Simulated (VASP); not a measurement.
# PtS2 (P-3m1) in VASP: further runs, part 2 of 2

VASP 6.6.1. The steps go on from the part before.

### 3 Single point, PBEsol (volume scaled by 1.03, then relaxed in part)

INCAR reads:

```
PREC = Accurate
ENCUT = 520
EDIFF = 1E-6
ISMEAR = 0
SIGMA = 0.02
LREAL = False
LASPH = True
NELM = 80
ALGO = Normal
ISIF = 2
LWAVE = False
LCHARG = False
GGA = PS
NBANDS = 18
```

KPOINTS reads:

```
Automatic mesh
0
Gamma
  12 12 8
```

POSCAR reads:

```
PtS2
1.0
    3.5694347325      0.0000000000      0.0000000000
   -1.7847173663      3.0912211555      0.0000000000
    0.0000000000      0.0000000000      4.9160873456
Pt S
1 2
Direct
    0.0000000000      0.0000000000      0.0000000000
    0.3333333333      0.6666666667      0.2438874281
    0.6666666667      0.3333333333      0.7561125719
```

Potentials or basis: VASP PAW PBE potentials, release 64 (Pt, S).

Command:

```
cat potpaw_PBE.64/Pt/POTCAR potpaw_PBE.64/S/POTCAR > POTCAR
mpirun -np 1 vasp_std > vasp.out
```

OUTCAR:

```text
PREC = Accurate
   ENCUT = 520
   EDIFF = 1E-6
   ISMEAR = 0
   LREAL = False
   LASPH = True
   NELM = 80
   ISIF = 2
   GGA = PS

 ion  position               nearest neighbor table
   1  0.000  0.000  0.000-   2 2.38   3 2.38   3 2.38   2 2.38   3 2.38   2 2.38
   2  0.333  0.667  0.244-   1 2.38   1 2.38   1 2.38
   3  0.667  0.333  0.756-   1 2.38   1 2.38   1 2.38

  LATTYP: Found a hexagonal cell.
 ALAT       =     3.5694347325
 C/A-ratio  =     1.3772733539

  Lattice vectors:

 A1 = (   3.5694347325,   0.0000000000,   0.0000000000)
 A2 = (  -1.7847173663,   3.0912211555,   0.0000000000)
 A3 = (   0.0000000000,   0.0000000000,   4.9160873456)

Analysis of symmetry for initial positions (statically):
=====================================================================
 Subroutine PRICEL returns:
 Original cell was already a primitive cell.

 Routine SETGRP: Setting up the symmetry group for a
 hexagonal supercell.

 Subroutine GETGRP returns: Found 12 space group operations
 (whereof 12 operations were pure point group operations)
 out of a pool of 24 trial point group operations.

The static configuration has the point symmetry D_3d.

Analysis of symmetry for dynamics (positions and initial velocities):
=====================================================================
 Subroutine PRICEL returns:
 Original cell was already a primitive cell.

 Routine SETGRP: Setting up the symmetry group for a
 hexagonal supercell.

 Subroutine GETGRP returns: Found 12 space group operations
 (whereof 12 operations were pure point group operations)
 out of a pool of 24 trial point group operations.

The dynamic configuration has the point symmetry D_3d.

 Subroutine INISYM returns: Found 12 space group operations
 (whereof 12 operations are pure point group operations),
 and found     1 'primitive' translations

----------------------------------------------------------------------------------------

                                     Primitive cell

  volume of cell :      54.2437

  direct lattice vectors                    reciprocal lattice vectors
     3.569434732  0.000000000  0.000000000     0.280156404  0.161748375  0.000000000
    -1.784717366  3.091221155  0.000000000     0.000000000  0.323496751  0.000000000
     0.000000000  0.000000000  4.916087346     0.000000000  0.000000000  0.203413798

  length of vectors
     3.569434732  3.569434733  4.916087346     0.323496751  0.323496751  0.203413798

  position of ions in fractional coordinates (direct lattice)
     0.000000000  0.000000000  0.000000000
     0.333333333  0.666666667  0.243887428
     0.666666667  0.333333333  0.756112572

  ion indices of the primitive-cell ions
   primitive index   ion index
                 1           1
                 2           2
                 3           3

----------------------------------------------------------------------------------------

 KPOINTS: Automatic mesh

Automatic generation of k-mesh.
 Grid dimensions read from file:
 generate k-points for:   12   12    8

 Generating k-lattice:

  Cartesian coordinates                     Fractional coordinates (reciprocal lattice)
     0.023346367  0.013479031  0.000000000     0.083333333  0.000000000  0.000000000
     0.000000000  0.026958063  0.000000000     0.000000000  0.083333333  0.000000000
     0.000000000  0.000000000  0.025426725     0.000000000  0.000000000  0.125000000

  Length of vectors
     0.026958063  0.026958063  0.025426725

  Shift w.r.t. Gamma in fractional coordinates (k-lattice)
     0.000000000  0.000000000  0.000000000

 Subroutine IBZKPT returns following result:
 ===========================================

 Found    131 irreducible k-points:

 Following reciprocal coordinates:
            Coordinates               Weight
  0.000000  0.000000  0.000000      1.000000
  0.083333  0.000000  0.000000      6.000000
  0.166667  0.000000  0.000000      6.000000
  0.250000 -0.000000  0.000000      6.000000
  0.333333 -0.000000  0.000000      6.000000
  0.416667 -0.000000  0.000000      6.000000
[... 16 lines left out ...]
  0.166667  0.000000  0.125000      6.000000
  0.000000  0.166667  0.125000      6.000000
 [... further k-points ...]
   k-points           NKPTS =    131   k-points in BZ     NKDIM =    131   number of bands    NBANDS=     18
   number of dos      NEDOS =    301   number of ions     NIONS =      3
   total plane-waves  NPLWV =  31360
   dimension x,y,z NGX =    28 NGY =   28 NGZ =   40
   dimension x,y,z NGXF=    56 NGYF=   56 NGZF=   80
   ions per type =               1   2
   NGX,Y,Z   is equivalent  to a cutoff of  13.04, 13.04, 13.53 a.u.
   NGXF,Y,Z  is equivalent  to a cutoff of  26.08, 26.08, 27.05 a.u.
 SYSTEM =  unknown system
   PREC   = accura    normal or accurate (medium, high low for compatibility)
   ISTART =      0    job   : 0-new  1-cont  2-samecut
   ICHARG =      2    charge: 1-file 2-atom 10-const
   ISPIN  =      1    spin polarized calculation?
   LNONCOLLINEAR =      F non collinear calculations
   LSORBIT =      F    spin-orbit coupling
   LASPH  =      T    aspherical Exc in radial PAW
   ENCUT  =  520.0 eV  38.22 Ry    6.18 a.u.   6.64  6.64  9.14*2*pi/ulx,y,z
   NELM   =     80;   NELMIN=  2; NELMDL= -5     # of ELM steps
   EDIFF  = 0.1E-05   stopping-criterion for ELM
   LREAL  =      F    real-space projection
   EDIFFG = 0.1E-04   stopping-criterion for IOM
   NSW    =      0    number of steps for IOM
   IBRION =     -1    ionic relax: 0-MD 1-quasi-New 2-CG
   NFREE  =      0    steps in history (QN), initial steepest desc. (CG)
   ISIF   =      2    stress and relaxation
   ISYM   =      2    0-nonsym 1-usesym 2-fastsym
   POTIM  = 0.5000    time-step for ionic-motion
   TEBEG  =    0.0;   TEEND  =   0.0 temperature during run
   PSTRESS=    0.0 pullay stress
   NELECT =      22.0000    total number of electrons
   NUPDOWN=      -1.0000    fix difference up-down
   EMIN   =  10.00;   EMAX   =-10.00  energy-range for DOS
   EFERMI =   0.00;   METHOD = LEGACY
   ISMEAR =     0;   SIGMA  =   0.02  broadening in eV -4-tet -1-fermi 0-gaus
   EFERMI_NEDOS =   21; number of points for ismear=-14 and -15
   IALGO  =     38    algorithm
   IMIX   =      4    mixing-type and parameters
     AMIX     =   0.40;   BMIX     =  1.00
     AMIX_MAG =   1.60;   BMIX_MAG =  1.00
  volume/ion in A,a.u.               =      18.08       122.02
  Fermi-wavevector in a.u.,A,eV,Ry     =   1.211805  2.289979 19.979761  1.468471
  Thomas-Fermi vector in A             =   2.347309
   LORBIT       =      0    0 simple, 1 ext, 2 COOP (PROOUT), +10 PAW based schemes
   GGA     = PS    functional components
   LHFCALC =     F    Hartree Fock is set to
   AEXX    =    0.0000 exact exchange contribution
   IVDW    =     0    specifies the selected vdW correction
   LEPSILON=     F    determine dielectric tensor
   LRPA    =     F    only Hartree local field effects (RPA)
 non-spin polarized calculation
 Gauss-broadening in eV      SIGMA  =   0.02
  energy-cutoff  :      520.00
  volume of cell :       54.24
 maximum number of plane-waves:      1506
 NGX is ok and might be reduce to    28
   NGX = 13   NGY = 13   NGZ = 19

 number of electron      21.9999997 magnetization

 Free energy of the ion-electron system (eV)
  ---------------------------------------------------
  ext. energy  EPLUGINS =         0.00000000
  ---------------------------------------------------
  free energy    TOTEN  =       -16.99677623 eV

  energy without entropy =      -16.99677623  energy(sigma->0) =      -16.99677623

 E-fermi :   7.0760     XC(G=0): -10.9188

 val. band max:        6.9670302429   @ k =   0.0000   0.0000   0.0000
 cond. band min:       7.4667371812   @ k =  -0.0833   0.3333   0.2500
 fundamental gap:      0.4997069383
 Fermi energy:         7.0760187534

 k-point     1 :       0.0000    0.0000    0.0000
  band No.  band energies     occupation
      1      -8.5428      2.00000
      2      -5.4111      2.00000
      3      -0.2055      2.00000
      4       0.1272      2.00000
      5       0.1272      2.00000
      6       2.9791      2.00000
[... 10 lines left out ...]
     17      14.6571      0.00000
     18      19.5760      0.00000
[... 463 lines left out ...]
 k-point    24 :       0.0000    0.1667    0.1250
  band No.  band energies     occupation
      1      -8.1493      2.00000
      2      -5.7007      2.00000
      3       0.0015      2.00000
      4       0.3285      2.00000
      5       0.7191      2.00000
      6       2.3247      2.00000
[... 10 lines left out ...]
     17      15.9985      0.00000
     18      16.2069      0.00000

 [... further k-points ...]
[... 5 lines left out ...]
  --------------------------------------------------------------------------------------
  -------------------------------------------------------------------------------------
  Total       -0.2695826     -0.2695826     -0.1830033      0.0000000      0.0000000      0.0000000
  in kB       -7.9625704     -7.9625704     -5.4053061      0.0000000      0.0000000      0.0000000
  external PRESSURE =      -7.1101490 kB  Pullay stress =       0.0000000 kB

 VOLUME and BASIS-vectors are now :
 -----------------------------------------------------------------------------
  energy-cutoff  :      520.00
  volume of cell :       54.24
      direct lattice vectors                 reciprocal lattice vectors
     3.569434732  0.000000000  0.000000000     0.280156404  0.161748375  0.000000000
    -1.784717366  3.091221155  0.000000000     0.000000000  0.323496751  0.000000000
     0.000000000  0.000000000  4.916087346     0.000000000  0.000000000  0.203413798

 POSITION                                       TOTAL-FORCE (eV/Angst)
 -----------------------------------------------------------------------------------
      0.00000      0.00000      0.00000         0.000000      0.000000      0.000000
     -0.00000      2.06081      1.19897        -0.000000     -0.000000     -0.021284
      1.78472      1.03041      3.71712         0.000000      0.000000      0.021284
 -----------------------------------------------------------------------------------
    total drift:                               -0.000000     -0.000000      0.000000

  FREE ENERGIE OF THE ION-ELECTRON SYSTEM (eV)
  ---------------------------------------------------
  free  energy   TOTEN  =       -16.9967762311 eV

  energy  without entropy=      -16.9967762311  energy(sigma->0) =      -16.99677623
```

Wall time 1.7 min (1 thread of Intel Xeon 6975P-C (Granite Rapids), shared host); peak memory 0.26 GiB.

Results:

```yaml
Free_energy: -16.9968 eV
Pressure: -0.7 GPa
Largest_force: 0.021 eV/Å
Band_gap_on_the_k_mesh: 0.50 eV, indirect (least direct gap 0.72 eV)
```

Forces in eV/Å, atoms in the order of the input:
```
Pt   0.000  0.000  0.000
S    0.000  0.000 -0.021
S    0.000  0.000  0.021
```

Levels at points of the mesh, in eV from the valence-band top:
```csv
k point,band 9,band 10,band 11,band 12,band 13,band 14
"(0.00, 0.00, 0.00)",-1.28,-1.28,0.00,1.82,1.82,4.19
"(0.50, 0.00, 0.00)",-3.32,-3.22,-2.63,1.23,2.48,5.28
"(0.00, 0.00, 0.50)",-1.59,-1.59,-1.23,2.52,2.52,5.30
"(0.50, 0.00, 0.50)",-3.00,-2.94,-1.45,1.43,1.97,5.04
```

Caveat: the cell differs from its parent crystal (volume scaled by 1.03, then relaxed in part); the PAW data sets were made with another functional, which shifts forces and pressure a little; spin-orbit coupling is left out, which moves the levels of the heavy elements. A k mesh can miss the band edges.

### 4 Single point, PBEsol (volume scaled by 1.06, then relaxed in part)

INCAR: that of step 3 with these lines changed.

```diff
@@ -7,3 +7,3 @@
 LASPH = True
-NELM = 80
+NELM = 60
 ALGO = Normal
```

KPOINTS reads:

```
regular mesh
0
Gamma
  12 12 8
```

POSCAR reads:

```
PtS2
1.0
    3.5652098118      0.0000000000      0.0000000000
   -1.7826049059      3.0875622668      0.0000000000
    0.0000000000      0.0000000000      5.0712723580
Pt S
1 2
Direct
    0.0000000000      0.0000000000      0.0000000000
    0.3333333333      0.6666666667      0.2369863747
    0.6666666667      0.3333333333      0.7630136253
```

Command:

```
cat potpaw_PBE.64/Pt/POTCAR potpaw_PBE.64/S/POTCAR > POTCAR
mpirun -np 1 vasp_std > vasp.out
```

It took 94 s on 1 thread of Intel Xeon 6975P-C (Granite Rapids), shared host; peak memory 0.26 GiB.

Results (log left out):

- Free energy: -16.9927 eV
- Pressure: -0.9 GPa
- Largest force: 0.018 eV/Å
- Band gap on the k mesh: 0.67 eV, indirect (least direct gap 0.80 eV)

Forces in eV/Å, atoms in the order of the input:
```
Pt   0.000  0.000  0.000
S    0.000  0.000 -0.018
S    0.000  0.000  0.018
```

Stress tensor (GPa, compression positive):
```
-0.98  0.00  0.00
 0.00 -0.98  0.00
 0.00  0.00 -0.71
```

Levels at points of the mesh, in eV from the valence-band top:
| k point | band 8 | band 9 | band 10 | band 11 | band 12 | band 13 | band 14 | band 15 |
| --- | --- | --- | --- | --- | --- | --- | --- | --- |
| (0.00, 0.00, 0.00) | -1.95 | -1.09 | -1.09 | -0.02 | 2.13 | 2.13 | 4.56 | 5.27 |
| (0.50, 0.00, 0.00) | -3.17 | -3.12 | -3.03 | -2.44 | 1.50 | 2.59 | 5.35 | 6.35 |
| (0.00, 0.00, 0.50) | -2.60 | -1.32 | -1.32 | -1.09 | 2.66 | 2.66 | 5.40 | 6.96 |
| (0.50, 0.00, 0.50) | -3.13 | -2.84 | -2.74 | -1.40 | 1.75 | 2.16 | 5.06 | 5.33 |

Caveat: the cell differs from its parent crystal (volume scaled by 1.06, then relaxed in part); the PAW data sets were made with another functional, which shifts forces and pressure a little; spin-orbit coupling is left out, which moves the levels of the heavy elements. A k mesh can miss the band edges.

### 5 Relaxation of shape and atoms at fixed volume, PBEsol (volume scaled by 0.94)

INCAR reads:

```
SYSTEM = PtS2
PREC     = Accurate       ! precision mode
ENCUT    = 600            ! plane-wave cutoff, eV
EDIFF    = 1E-7           ! SCF threshold, eV
ISMEAR   = 0              ! smearing method
SIGMA    = 0.02           ! smearing width, eV
LREAL    = .False.        ! projectors in reciprocal space
LASPH    = .True.         ! aspherical terms in the spheres
NELM     = 100            ! most SCF steps
ALGO     = Normal         ! electronic algorithm
ISIF     = 4              ! what is computed and relaxed
LWAVE    = .False.        ! write WAVECAR
LCHARG   = .False.        ! write CHGCAR
GGA      = PS             ! functional
IBRION   = 2              ! ionic algorithm
NSW      = 50             ! ionic steps
EDIFFG   = -0.01          ! ionic threshold
```

KPOINTS reads:

```
Automatic mesh
0
Gamma
  12 12 8
  0 0 0
```

POSCAR reads:

```
PtS2
1.0
    3.5358065663      0.0000000000      0.0000000000
   -1.7679032831      3.0620983093      0.0000000000
    0.0000000000      0.0000000000      4.5722725860
Pt S
1 2
Direct
    0.0000000000      0.0000000000      0.0000000000
    0.3333333333      0.6666666667      0.2581445226
    0.6666666667      0.3333333333      0.7418554774
```

Command:

```
cat potpaw_PBE.64/Pt/POTCAR potpaw_PBE.64/S/POTCAR > POTCAR
mpirun -np 1 vasp_std > vasp.out
```

Wall time 4.9 min (1 thread of Intel Xeon 6975P-C (Granite Rapids), shared host); peak memory 0.27 GiB.

Results (log left out):

```yaml
Free_energy: -16.9773 eV
Energy_gained_by_relaxing: 5.3 meV/atom
Ionic_steps: 5
Pressure_after_relaxing: 2.4 GPa
Band_gap_on_the_k_mesh: zero (band 11 reaches 8.79 eV, above the bottom of band 12 at 8.57 eV)
```

The path:
| step | energy change (eV) | largest force (eV/Å) | pressure (GPa) | volume (Å³) |
| --- | --- | --- | --- | --- |
| 1 | 0.0000 | 0.3807 | 5.98 | 49.50 |
| 2 | -0.0126 | 0.1390 | 3.99 | 49.50 |
| 3 | -0.0153 | 0.0361 | 2.60 | 49.50 |
| 4 | -0.0159 | 0.0128 | 2.50 | 49.50 |
| 5 | -0.0160 | 0.0006 | 2.44 | 49.50 |

Final structure:
```
CELL_PARAMETERS angstrom
3.56361 0.00000 0.00000
-1.78181 3.08618 0.00000
0.00000 0.00000 4.50120
ATOMIC_POSITIONS crystal
Pt 0.00000 0.00000 0.00000
S 0.33333 0.66667 0.26468
S 0.66667 0.33333 0.73532
```

Levels at points of the mesh, in eV from the Fermi level:
```tsv
k point	band 9	band 10	band 11	band 12	band 13	band 14
(0.00, 0.00, 0.00)	-1.64	-1.64	0.23	0.99	0.99	3.17
(0.50, 0.00, 0.00)	-3.72	-3.63	-3.07	0.68	2.49	5.37
(0.00, 0.00, 0.50)	-2.33	-2.33	-1.53	2.39	2.39	5.27
(0.50, 0.00, 0.50)	-3.35	-3.25	-1.49	0.59	1.69	4.66
```

Caveat: the cell differs from its parent crystal (volume scaled by 0.94); the PAW data sets were made with another functional, which shifts forces and pressure a little; spin-orbit coupling is left out, which moves the levels of the heavy elements.

### 6 Relaxation of shape and atoms at fixed volume, PBEsol (volume scaled by 0.97)

INCAR reads:

```
SYSTEM = PtS2
ALGO     = Normal         ! electronic algorithm
EDIFF    = 1E-6           ! SCF threshold, eV
EDIFFG   = -0.01          ! ionic threshold
ENCUT    = 600            ! plane-wave cutoff, eV
GGA      = PS             ! functional
IBRION   = 2              ! ionic algorithm
ISIF     = 4              ! what is computed and relaxed
ISMEAR   = 0              ! smearing method
LASPH    = .TRUE.         ! aspherical terms in the spheres
LCHARG   = .FALSE.        ! write CHGCAR
LREAL    = .FALSE.        ! projectors in reciprocal space
LWAVE    = .FALSE.        ! write WAVECAR
NELM     = 80             ! most SCF steps
NSW      = 50             ! ionic steps
PREC     = Accurate       ! precision mode
SIGMA    = 0.02           ! smearing width, eV
```

KPOINTS reads:

```
k-points
0
G
  12 12 8
  0 0 0
```

POSCAR reads:

```
PtS2
1.0
    3.5354781962      0.0000000000      0.0000000000
   -1.7677390981      3.0618139324      0.0000000000
    0.0000000000      0.0000000000      4.7190726583
Pt S
1 2
Direct
    0.0000000000      0.0000000000      0.0000000000
    0.3333333333      0.6666666667      0.2510159186
    0.6666666667      0.3333333333      0.7489840814
```

Potentials or basis: VASP PAW PBE potentials, release 64 (Pt, S).

Command:

```
cat potpaw_PBE.64/Pt/POTCAR potpaw_PBE.64/S/POTCAR > POTCAR
mpirun -np 1 vasp_std > vasp.out
```

Run time: 5.1 min. Hardware: 1 thread of Intel Xeon 6975P-C (Granite Rapids), shared host; peak memory 0.27 GiB.

The run converged. Its results:

```
Free energy                  : -16.9934 eV
Energy gained by relaxing    : 5.6 meV/atom
Ionic steps                  : 6
Pressure after relaxing      : 0.9 GPa
Largest force after relaxing : 0.007 eV/Å
```

Forces on the atoms (eV/Å):
```
Pt   0.000  0.000  0.000
S    0.000  0.000  0.007
S    0.000  0.000 -0.007
```

Stress tensor (GPa, compression positive):
```
0.89 0.00 0.00
0.00 0.89 0.00
0.00 0.00 0.99
```

The path:
```tsv
step	energy change (eV)	largest force (eV/Å)	pressure (GPa)	volume (Å³)
1	0.0000	0.3729	4.78	51.08
2	-0.0126	0.1443	2.79	51.08
3	-0.0160	0.0604	1.06	51.08
4	-0.0160	0.0475	1.17	51.08
5	-0.0168	0.0174	1.03	51.08
6	-0.0169	0.0074	0.92	51.08
```

Final structure:
```yaml
crystal:
  lattice:
    - [3.56949, 0.00000, 0.00000]
    - [-1.78474, 3.09127, 0.00000]
    - [0.00000, 0.00000, 4.62958]
  atoms:
    - { symbol: Pt, position: [0.00000, 0.00000, 0.00000] }
    - { symbol: S, position: [0.33333, 0.66667, 0.25759] }
    - { symbol: S, position: [0.66667, 0.33333, 0.74241] }
```

Levels at points of the mesh, in eV from the Fermi level:
| k point | band 8 | band 9 | band 10 | band 11 | band 12 | band 13 | band 14 | band 15 |
| --- | --- | --- | --- | --- | --- | --- | --- | --- |
| (0.00, 0.00, 0.00) | -2.58 | -1.69 | -1.69 | 0.00 | 1.12 | 1.12 | 3.34 | 4.94 |
| (0.50, 0.00, 0.00) | -4.24 | -3.75 | -3.67 | -3.07 | 0.68 | 2.30 | 5.16 | 6.13 |
| (0.00, 0.00, 0.50) | -3.42 | -2.23 | -2.23 | -1.58 | 2.25 | 2.25 | 5.10 | 6.66 |
| (0.50, 0.00, 0.50) | -3.78 | -3.39 | -3.35 | -1.62 | 0.71 | 1.60 | 4.63 | 5.04 |

Caveat: the cell differs from its parent crystal (volume scaled by 0.97); the PAW data sets were made with another functional, which shifts forces and pressure a little; spin-orbit coupling is left out, which moves the levels of the heavy elements.

### 7 Overview

```csv
task,cell,cutoff (eV),gap on the mesh (eV),pressure (GPa),largest force (eV/Å)
single point,"a = 3.572, b = 3.572, c = 4.767 Å, angles 90.0, 90.0, 120.0°, 3 atoms",520,0.25,-0.2,0.03
single point,"a = 3.569, b = 3.569, c = 4.916 Å, angles 90.0, 90.0, 120.0°, 3 atoms",520,0.50,-0.7,0.02
single point,"a = 3.565, b = 3.565, c = 5.071 Å, angles 90.0, 90.0, 120.0°, 3 atoms",520,0.67,-0.9,0.02
relaxation of shape and atoms at fixed volume,"relaxed from a = 3.536, b = 3.536, c = 4.572 Å, angles 90.0, 90.0, 120.0°, 3 atoms",600,none,2.4,-
relaxation of shape and atoms at fixed volume,"relaxed from a = 3.535, b = 3.535, c = 4.719 Å, angles 90.0, 90.0, 120.0°, 3 atoms",600,-,0.9,0.01
```

Alike in all rows: level PBEsol; potentials or basis VASP PAW PBE potentials, release 64 (Pt, S); no spin polarisation; k mesh 12 × 12 × 8; smearing gaussian 0.02 eV.

Caveats: the PAW data sets were made with another functional, which shifts forces and pressure a little; spin-orbit coupling is left out, which moves the levels of the heavy elements.

Absolute energies hang on the potentials; compare differences alone.
